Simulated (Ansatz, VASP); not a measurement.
## One calculation of InSb3, two programs

```xyz
4
Lattice="4.5440 0.0000 0.0000 0.0000 4.5440 0.0000 0.0000 0.0000 4.3546" Properties=species:S:1:pos:R:3 pbc="T T T"
In    0.0000    0.0000    0.0000
Sb    2.2720    0.0000    2.1773
Sb    0.0000    2.2720    2.1773
Sb    2.2720    2.2720    0.0000
```

Change from the starting cell: strain -0.040 along x and y, -0.080 along z, atoms carried along.

Alike in both runs: task single point; functional PBE; dispersion D3(BJ); k mesh 10 × 10 × 10; occupations gaussian, width 0.15 eV; no spin polarisation.

|  | VASP | Ansatz |
| --- | --- | --- |
| version | VASP 6.6.1 | Ansatz 0.2.0 |
| potentials or method | VASP PAW PBE potentials, release 64 (In_d, Sb), cutoff 520 eV | scalar-relativistic, plane waves, PAW |
| valence electrons in the cell | 28 | 58 |

|  | VASP | Ansatz | Ansatz less VASP |
| --- | --- | --- | --- |
| gap on the k mesh at the Fermi level (eV) | none | none | - |
| pressure (GPa) | 14.0 | 14.0 | +0.02 |
| traceless stress, the component that is largest in VASP (GPa) | -0.13 | -0.13 | -0.002 |

A gap of «none» marks a metal or a gap that the smearing closes. VASP's potentials hold 28 valence electrons a cell and Ansatz's 58, so a difference there can come from the potentials and not from the codes.

Spin-orbit coupling is off throughout.
